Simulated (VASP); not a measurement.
MgO:

```
Mg O
1.0
     0.00000    2.10217    2.10217
     2.10217    0.00000    2.10217
     2.10217    2.10217    0.00000
Mg O
1 1
Direct
  0.00000 0.00000 0.00000
  0.50000 0.50000 0.50000
```

Base run:

```yaml
Program: VASP 6.6.1
Functional: r2SCAN
Potentials_or_basis: VASP PAW PBE potentials, release 64 (Mg, O)
Cutoff: 520 eV
k_mesh: 8 × 8 × 8
Occupations: gaussian, width 0.01 eV
Spin: no spin polarisation
```

Its results: band gap on the k mesh 5.66 eV; pressure -1.1 GPa.

**Question.** The run is repeated on the same cell with these changes: functional from r2SCAN to HSE06. What comes out?

**Answer.** Band gap on the k mesh 6.50 eV; pressure -0.6 GPa.

Caveats: the PAW data sets were made with another functional, which shifts forces and pressure a little.

